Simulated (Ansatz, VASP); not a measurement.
## GaN: VASP beside Ansatz

```xyz
8
Lattice="-3.2185 0.0000 0.0000 0.0000 0.0000 -5.2434 0.0000 -5.5747 0.0000" Properties=species:S:1:pos:R:3 pbc="T T T"
Ga   -1.6093   -0.9291   -0.0006
Ga    0.0000   -3.7165   -0.0006
Ga    0.0000   -1.8582   -2.6223
Ga   -1.6093   -4.6456   -2.6223
N    -1.6093   -0.9291   -3.2922
N     0.0000   -3.7165   -3.2922
N     0.0000   -1.8582   -0.6705
N    -1.6093   -4.6455   -0.6705
```

Change from the starting cell: mode 11 frozen in at +0.000 Å and mode 13 at -0.020 Å (largest displacements).

Alike in both runs: task single point; functional PBE; k mesh 8 × 6 × 6; occupations gaussian, width 0.05 eV; no spin polarisation.

```csv
,VASP,Ansatz
version,VASP 6.6.1,Ansatz 0.2.0
potentials or method,"VASP PAW PBE potentials, release 64 (Ga_d, N), cutoff 520 eV","scalar-relativistic, plane waves, PAW"
valence electrons in the cell,72,72
```

VASP gave:

* gap on the k mesh at the Fermi level (eV): 1.68
* least direct gap on the mesh (eV): 1.68
* pressure (GPa): 0.1
* traceless stress, the component that is largest in VASP (GPa): 1.47
* rms of the force components (eV/Å): 0.154

**Question.** Which values does Ansatz return?

**Answer.** gap on the k mesh at the Fermi level (eV): 1.68; least direct gap on the mesh (eV): 1.68; pressure (GPa): 0.0; traceless stress, the component that is largest in VASP (GPa): 1.47; rms of the force components (eV/Å): 0.156.

Atom by atom the forces differ by 0.002 eV/Å (rms over components).
